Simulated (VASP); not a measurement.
# Cu (Fd-3m) in VASP: a series of runs

Runs on Cu. Level: PBEsol. Tasks: relaxation of cell and atoms.

Everything below comes from runs of VASP 6.6.1. Logs are shortened: lines on timing, memory, paths and dates and some standing lists are left out, and cuts for length are marked.

### 1 The cell of the first run

It takes space group Fd-3m (No. 227, cubic). Conventional cell: a = 4.970 Å, b = 4.970 Å, c = 4.970 Å, α = 90.00°, β = 90.00°, γ = 90.00°. Within 2.8 Å of Cu (site symmetry -43m) lie 4 Cu at 2.15 Å.

This isn't the form of Cu at room conditions, which is fcc.

### 2 Relaxation of cell and atoms, PBEsol, target pressure 10 GPa, at which the enthalpy is minimised

Contents of INCAR:

```
SYSTEM = Cu
PREC     = Accurate       ! precision mode
ENCUT    = 600            ! plane-wave cutoff, eV
EDIFF    = 1E-7           ! SCF threshold, eV
ISMEAR   = -1             ! smearing method
SIGMA    = 0.05           ! smearing width, eV
LREAL    = .FALSE.        ! projectors in reciprocal space
LASPH    = .TRUE.         ! aspherical terms in the spheres
NELM     = 120            ! most SCF steps
ALGO     = Normal         ! electronic algorithm
ISIF     = 3              ! what is computed and relaxed
LWAVE    = .FALSE.        ! write WAVECAR
LCHARG   = .FALSE.        ! write CHGCAR
GGA      = PS             ! functional
IBRION   = 2              ! ionic algorithm
NSW      = 80             ! ionic steps
EDIFFG   = -0.01          ! ionic threshold
PSTRESS  = 100.0        
GGA_COMPAT= .FALSE.      
NELMIN   = 4
```

Contents of KPOINTS:

```
Automatic mesh
0
G
  15 15 15
  0 0 0
```

Contents of POSCAR:

```
Cu
1.0
    0.0000000000      2.4850000000      2.4850000000
    2.4850000000      0.0000000000      2.4850000000
    2.4850000000      2.4850000000      0.0000000000
Cu
2
Direct
    1.0000000000      1.0000000000      1.0000000000
    0.2500000000      0.2500000000      0.2500000000
```

Potentials or basis: VASP PAW PBE potentials, release 64 (Cu).

Command:

```bash
cat potpaw_PBE.64/Cu/POTCAR > POTCAR
mpirun -np 1 vasp_std > vasp.out
```

OUTCAR:

```text
SYSTEM = Cu
   PREC = Accurate
   ENCUT = 600
   EDIFF = 1E-7
   ISMEAR = -1
   LREAL = .FALSE.
   LASPH = .TRUE.
   NELM = 120
   ISIF = 3
   GGA = PS
   IBRION = 2
   NSW = 80
   EDIFFG = -0.01
   PSTRESS = 100.0
   NELMIN = 4

 ion  position               nearest neighbor table
   1  0.000  0.000  0.000-   2 2.15   2 2.15   2 2.15   2 2.15
   2  0.250  0.250  0.250-   1 2.15   1 2.15   1 2.15   1 2.15

  LATTYP: Found a face centered cubic cell.
 ALAT       =     4.9700000000

  Lattice vectors:

 A1 = (   0.0000000000,   2.4850000000,   2.4850000000)
 A2 = (   2.4850000000,   0.0000000000,   2.4850000000)
 A3 = (   2.4850000000,   2.4850000000,   0.0000000000)

Analysis of symmetry for initial positions (statically):
=====================================================================
 Subroutine PRICEL returns:
 Original cell was already a primitive cell.

 Routine SETGRP: Setting up the symmetry group for a
 face centered cubic supercell.

 Subroutine GETGRP returns: Found 48 space group operations
 (whereof 24 operations were pure point group operations)
 out of a pool of 48 trial point group operations.

The static configuration has the point symmetry T_d .
 The point group associated with its full space group is O_h .

Analysis of symmetry for dynamics (positions and initial velocities):
=====================================================================
 Subroutine PRICEL returns:
 Original cell was already a primitive cell.

 Routine SETGRP: Setting up the symmetry group for a
 face centered cubic supercell.

 Subroutine GETGRP returns: Found 48 space group operations
 (whereof 24 operations were pure point group operations)
 out of a pool of 48 trial point group operations.

The dynamic configuration has the point symmetry T_d .
 The point group associated with its full space group is O_h .

 Subroutine INISYM returns: Found 48 space group operations
 (whereof 24 operations are pure point group operations),
 and found     1 'primitive' translations

----------------------------------------------------------------------------------------

                                     Primitive cell

  volume of cell :      30.6909

  direct lattice vectors                    reciprocal lattice vectors
     0.000000000  2.485000000  2.485000000    -0.201207243  0.201207243  0.201207243
     2.485000000  0.000000000  2.485000000     0.201207243 -0.201207243  0.201207243
     2.485000000  2.485000000  0.000000000     0.201207243  0.201207243 -0.201207243

  length of vectors
     3.514320702  3.514320702  3.514320702     0.348501169  0.348501169  0.348501169

  position of ions in fractional coordinates (direct lattice)
     0.000000000  0.000000000  0.000000000
     0.250000000  0.250000000  0.250000000

  ion indices of the primitive-cell ions
   primitive index   ion index
                 1           1
[... 69 lines left out ...]
   LSORBIT =      F    spin-orbit coupling
   LASPH  =      T    aspherical Exc in radial PAW
   ENCUT  =  600.0 eV  44.10 Ry    6.64 a.u.   7.02  7.02  7.02*2*pi/ulx,y,z
   NELM   =    120;   NELMIN=  4; NELMDL= -5     # of ELM steps
   EDIFF  = 0.1E-06   stopping-criterion for ELM
   LREAL  =      F    real-space projection
   EDIFFG = -.1E-01   stopping-criterion for IOM
   NSW    =     80    number of steps for IOM
   IBRION =      2    ionic relax: 0-MD 1-quasi-New 2-CG
   NFREE  =      1    steps in history (QN), initial steepest desc. (CG)
   ISIF   =      3    stress and relaxation
   ISYM   =      2    0-nonsym 1-usesym 2-fastsym
   POTIM  = 0.5000    time-step for ionic-motion
   TEBEG  =    0.0;   TEEND  =   0.0 temperature during run
   PSTRESS=  100.0 pullay stress
   NELECT =      22.0000    total number of electrons
   NUPDOWN=      -1.0000    fix difference up-down
   EMIN   =  10.00;   EMAX   =-10.00  energy-range for DOS
   EFERMI =   0.00;   METHOD = LEGACY
   ISMEAR =    -1;   SIGMA  =   0.05  broadening in eV -4-tet -1-fermi 0-gaus
   EFERMI_NEDOS =   21; number of points for ismear=-14 and -15
   IALGO  =     38    algorithm
   IMIX   =      4    mixing-type and parameters
     AMIX     =   0.40;   BMIX     =  1.00
     AMIX_MAG =   1.60;   BMIX_MAG =  1.00
  volume/ion in A,a.u.               =      15.35       103.56
  Fermi-wavevector in a.u.,A,eV,Ry     =   1.465141  2.768714 29.206773  2.146637
  Thomas-Fermi vector in A             =   2.581033
   LORBIT       =      0    0 simple, 1 ext, 2 COOP (PROOUT), +10 PAW based schemes
   GGA     = PS    functional components
   LHFCALC =     F    Hartree Fock is set to
   AEXX    =    0.0000 exact exchange contribution
   IVDW    =     0    specifies the selected vdW correction
   LEPSILON=     F    determine dielectric tensor
   LRPA    =     F    only Hartree local field effects (RPA)
 conjugate gradient relaxation of ions
 non-spin polarized calculation
  energy-cutoff  :      600.00
  volume of cell :       30.69
 maximum number of plane-waves:      1039
   NGX = 13   NGY = 13   NGZ = 13

--------------------------------------- Ionic step        1  -------------------------------------------

 number of electron      22.0000024 magnetization

 Free energy of the ion-electron system (eV)
  ---------------------------------------------------
  ext. energy  EPLUGINS =         0.00000000
  ---------------------------------------------------
  free energy    TOTEN  =        -6.02487291 eV

  energy without entropy =       -6.01924885  energy(sigma->0) =       -6.02206088

 E-fermi :   4.5809     XC(G=0): -11.1882

 val. band max:        4.5600841209   @ k =  -0.4000   0.4000   0.0667
 cond. band min:       4.6272703330   @ k =  -0.4000   0.2667   0.0000
 fundamental gap:      0.0671862120
 Fermi energy:         4.5809163880

 k-point     1 :       0.0000    0.0000    0.0000
  band No.  band energies     occupation
      1      -3.0064      2.00000
      2       0.7892      2.00000
      3       0.7892      2.00000
      4       0.8035      2.00000
      5       0.8035      2.00000
      6       0.8035      2.00000
      7       2.2603      2.00000
      8       2.2603      2.00000
      9       2.2603      2.00000
     10       3.1945      2.00000
     11       3.1945      2.00000
     12      15.9615      0.00000
     13      15.9615      0.00000
     14      15.9615      0.00000
[... 490 lines left out ...]
--------------------------------------- Ionic step        3  -------------------------------------------

 number of electron      22.0000008 magnetization

 Free energy of the ion-electron system (eV)
  ---------------------------------------------------
  ext. energy  EPLUGINS =         0.00000000
  ---------------------------------------------------
  free energy    TOTEN  =        -6.14005151 eV

  energy without entropy =       -6.13438929  energy(sigma->0) =       -6.13722040

 E-fermi :   4.1203     XC(G=0): -10.9470

 val. band max:        4.0996596341   @ k =  -0.4000   0.4000   0.0667
 cond. band min:       4.1746543115   @ k =  -0.4000   0.2000   0.0000
 fundamental gap:      0.0749946774
 Fermi energy:         4.1202504200

 k-point     1 :       0.0000    0.0000    0.0000
  band No.  band energies     occupation
      1      -3.1720      2.00000
      2       0.5354      2.00000
      3       0.5354      2.00000
      4       0.5367      2.00000
      5       0.5367      2.00000
      6       0.5367      2.00000
      7       1.9111      2.00000
      8       1.9111      2.00000
      9       1.9111      2.00000
     10       2.7778      2.00000
     11       2.7778      2.00000
     12      15.1315      0.00000
     13      15.1315      0.00000
     14      15.1315      0.00000
[... 448 lines left out ...]
  energy  without entropy=       -6.1343892866  energy(sigma->0) =       -6.13722040

  enthalpy is  TOTEN    =        -4.1340297570 eV   P V=        2.0060217495

 reached required accuracy - stopping structural energy minimisation
```

OSZICAR:

```text
N       E                     dE             d eps       ncg     rms          rms(c)
DAV:   1     0.138367912256E+03    0.13837E+03   -0.11809E+04  3648   0.272E+03
DAV:   2    -0.236769365733E+01   -0.14074E+03   -0.13560E+03  3600   0.329E+02
DAV:   3    -0.755290966938E+01   -0.51852E+01   -0.50509E+01  4454   0.103E+02
[... 29 lines left out ...]
DAV:   6    -0.614005420881E+01   -0.11818E-04   -0.15044E-04  3740   0.124E-01    0.916E-03
DAV:   7    -0.614005100632E+01    0.32025E-05   -0.24958E-06  5395   0.240E-02    0.133E-03
DAV:   8    -0.614005140193E+01   -0.39560E-06   -0.79122E-08  2249   0.428E-03    0.635E-04
DAV:   9    -0.614005151621E+01   -0.11428E-06   -0.22388E-08  1842   0.171E-03    0.555E-05
DAV:  10    -0.614005150649E+01    0.97234E-08   -0.36327E-09  1821   0.982E-04
   3 F= -.41340298E+01 E0= -.41311986E+01  d E =-.247293E-01
```

Run time: 2.7 min. Hardware: 1 thread of Intel Xeon Platinum 8259CL at 2.50GHz (Skylake/Cascade Lake), shared host; peak memory 0.2 GiB.

What came out:

| Property | Result |
| --- | --- |
| Free energy | -6.1401 eV |
| Relaxed volume | 16.07 Å³/atom |
| Relaxed cell | a = 3.569 Å, b = 3.569 Å, c = 3.569 Å, α = 60.00°, β = 60.00°, γ = 60.00° |
| Space group after relaxing (to 0.1 Å) | Fd-3m (No. 227) |
| Energy change on relaxing (the run minimises the enthalpy) | -57.6 meV/atom |
| Ionic steps | 3 |
| Pressure after relaxing | 10.0 GPa |
| Band gap on the k mesh | zero (bands 11 and 12 overlap by 0.84 eV) |

Step by step:
| step | energy change (eV) | largest force (eV/Å) | pressure (GPa) | volume (Å³) |
| --- | --- | --- | --- | --- |
| 1 | 0.0000 | 0.0000 | 15.72 | 30.69 |
| 2 | -0.1693 | 0.0000 | 6.58 | 33.19 |
| 3 | -0.1152 | 0.0000 | 9.99 | 32.14 |

Final structure:
```yaml
crystal:
  lattice:
    - [0.00000, 2.52351, 2.52351]
    - [2.52351, 0.00000, 2.52351]
    - [2.52351, 2.52351, 0.00000]
  atoms:
    - { symbol: Cu, position: [0.00000, 0.00000, 0.00000] }
    - { symbol: Cu, position: [0.25000, 0.25000, 0.25000] }
```

Caveat: the cell is relaxed towards a set pressure, so the run minimises the enthalpy, not the energy; the PAW data sets were made with another functional, which shifts forces and pressure a little.

### 3 Relaxation of cell and atoms, PBEsol, target pressure 20 GPa, at which the enthalpy is minimised

Contents of INCAR:

```
SYSTEM = Cu
ALGO = Normal
EDIFF = 1E-7
EDIFFG = -0.01
ENCUT = 600
GGA = PS
GGA_COMPAT = .False.
IBRION = 2
ISIF = 3
ISMEAR = -1
LASPH = .True.
LCHARG = .False.
LREAL = .False.
LWAVE = .False.
NELM = 120
NELMIN = 4
NSW = 80
PREC = Accurate
PSTRESS = 200.0
SIGMA = 0.05
```

Contents of KPOINTS:

```
k-points
0
Gamma
  15 15 15
  0 0 0
```

POSCAR is that of step 2.

Potentials or basis: VASP PAW PBE potentials, release 64 (Cu).

Command:

```bash
cat potpaw_PBE.64/Cu/POTCAR > POTCAR
mpirun -np 1 vasp_std > vasp.out
```

Run time: 2.6 min. Hardware: 1 thread of Intel Xeon Platinum 8259CL at 2.50GHz (Skylake/Cascade Lake), shared host; peak memory 0.2 GiB.

Results (log left out):

| Property | Result |
| --- | --- |
| Free energy | -5.9262 eV |
| Relaxed volume | 14.90 Å³/atom |
| Relaxed cell | a = 3.480 Å, b = 3.480 Å, c = 3.480 Å, α = 60.00°, β = 60.00°, γ = 60.00° |
| Space group after relaxing (to 0.1 Å) | Fd-3m (No. 227) |
| Energy change on relaxing (the run minimises the enthalpy) | +49.3 meV/atom |
| Ionic steps | 3 |
| Pressure after relaxing | 20.0 GPa |
| Band gap on the k mesh | zero (bands 11 and 12 overlap by 0.87 eV) |

The path:
| step | energy change (eV) | largest force (eV/Å) | pressure (GPa) | volume (Å³) |
| --- | --- | --- | --- | --- |
| 1 | 0.0000 | 0.0000 | 15.72 | 30.69 |
| 2 | 0.2238 | 0.0000 | 24.96 | 28.91 |
| 3 | 0.0986 | 0.0000 | 20.00 | 29.80 |

Final structure:
```
Cu
1.0
     0.00000    2.46080    2.46080
     2.46080    0.00000    2.46080
     2.46080    2.46080    0.00000
Cu
2
Direct
  0.00000 0.00000 0.00000
  0.25000 0.25000 0.25000
```

Levels at points of the mesh, in eV from the Fermi level:
| k point | band 9 | band 10 | band 11 | band 12 | band 13 | band 14 |
| --- | --- | --- | --- | --- | --- | --- |
| (0.00, 0.00, 0.00) | -2.40 | -1.42 | -1.42 | 11.62 | 11.62 | 11.62 |

Caveat: the cell is relaxed towards a set pressure, so the run minimises the enthalpy, not the energy; the PAW data sets were made with another functional, which shifts forces and pressure a little.

### 4 Relaxation of cell and atoms, PBEsol, target pressure 30 GPa, at which the enthalpy is minimised

Contents of INCAR:

```
PREC = Accurate
ENCUT = 600
EDIFF = 1E-7
ISMEAR = -1
SIGMA = 0.05
LREAL = False
LASPH = True
NELM = 120
ALGO = Normal
ISIF = 3
LWAVE = False
LCHARG = False
GGA = PS
IBRION = 2
NSW = 80
EDIFFG = -0.01
PSTRESS = 300.0
GGA_COMPAT = False
NELMIN = 4
```

Contents of KPOINTS:

```
Automatic mesh
0
Gamma
  15 15 15
```

POSCAR is that of step 3.

Command:

```bash
cat potpaw_PBE.64/Cu/POTCAR > POTCAR
mpirun -np 1 vasp_std > vasp.out
```

It took 3.3 min on 1 thread of Intel Xeon Platinum 8259CL at 2.50GHz (Skylake/Cascade Lake), shared host; peak memory 0.2 GiB.

Results (log left out):

```yaml
Free_energy: -5.6689 eV
Relaxed_volume: 14.07 Å³/atom
Relaxed_cell: a = 3.414 Å, b = 3.414 Å, c = 3.414 Å, α = 60.00°, β = 60.00°, γ = 60.00°
Space_group_after_relaxing_to_0.1_Å: Fd-3m (No. 227)
Energy_change_on_relaxing_the_run_minimises_the_enthalpy: +178.0 meV/atom
Ionic_steps: 4
Pressure_after_relaxing: 29.9 GPa
Band_gap_on_the_k_mesh: zero (bands 11 and 12 overlap by 0.90 eV)
```

Step by step:
```
step  energy change (eV)  largest force (eV/Å)  pressure (GPa)  volume (Å³)
   1              0.0000                0.0000           15.72        30.69
   2              1.1950                0.0000           58.85        25.01
   3              0.3447                0.0000           29.52        28.20
   4              0.3560                0.0000           29.93        28.13
```

Final structure:
```
Cu
1.0
     0.00000    2.41400    2.41400
     2.41400    0.00000    2.41400
     2.41400    2.41400    0.00000
Cu
2
Direct
  0.00000 0.00000 0.00000
  0.25000 0.25000 0.25000
```

Levels at points of the mesh, in eV from the Fermi level:
```
           k point  band 7  band 8  band 9  band 10  band 11  band 12  band 13  band 14  band 15
(0.00, 0.00, 0.00)   -2.55   -2.55   -2.55    -1.48    -1.48    12.11    12.11    12.11    12.65
```

Caveat: the cell is relaxed towards a set pressure, so the run minimises the enthalpy, not the energy; the PAW data sets were made with another functional, which shifts forces and pressure a little.

### 5 The runs side by side

| cell | gap on the mesh (eV) | pressure (GPa) |
| --- | --- | --- |
| relaxed to 10 GPa | none | 10.0 |
| relaxed to 20 GPa | none | 20.0 |
| relaxed to 30 GPa | none | 29.9 |

Alike in all rows: task relaxation of cell and atoms; level PBEsol; potentials or basis VASP PAW PBE potentials, release 64 (Cu); no spin polarisation; k mesh 15 × 15 × 15; cutoff (eV) 600; smearing fermi-dirac 0.05 eV.

Caveats: the cell is relaxed towards a set pressure, so the run minimises the enthalpy, not the energy; the PAW data sets were made with another functional, which shifts forces and pressure a little.

Total energies depend on the potentials used, so only differences within one code and one set of settings carry meaning.
